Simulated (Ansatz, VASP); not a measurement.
## KF: VASP beside Ansatz

```
K F
1.0
     0.00000    2.70989    2.70989
     2.70989    0.00000    2.70989
     2.70989    2.70989    0.00000
K F
1 1
Direct
  0.00000 0.00000 0.00000
  0.50000 0.50000 0.50000
```

Alike in both runs: functional PBE; k mesh 16 × 16 × 16; occupations fermi-dirac, width 0.08 eV; no spin polarisation.

Ansatz relaxed the structure, and its values are those at the end. VASP's run is a single point on that final structure, the one shown.

|  | VASP | Ansatz |
| --- | --- | --- |
| version | VASP 6.6.1 | Ansatz 0.2.0 |
| potentials or method | VASP PAW PBE potentials, release 64 (K_sv, F) | PAW with Ansatz's default frozen-core files, scalar-relativistic |
| plane-wave cutoff (eV) | 520 | 420 |
| valence electrons in the cell | 16 | 16 |

```tsv
	VASP	Ansatz	Ansatz less VASP
pressure (GPa)	0.0	0.0	-0.01
```

With one functional, cell and mesh, what is left measures potentials, basis and numerics.
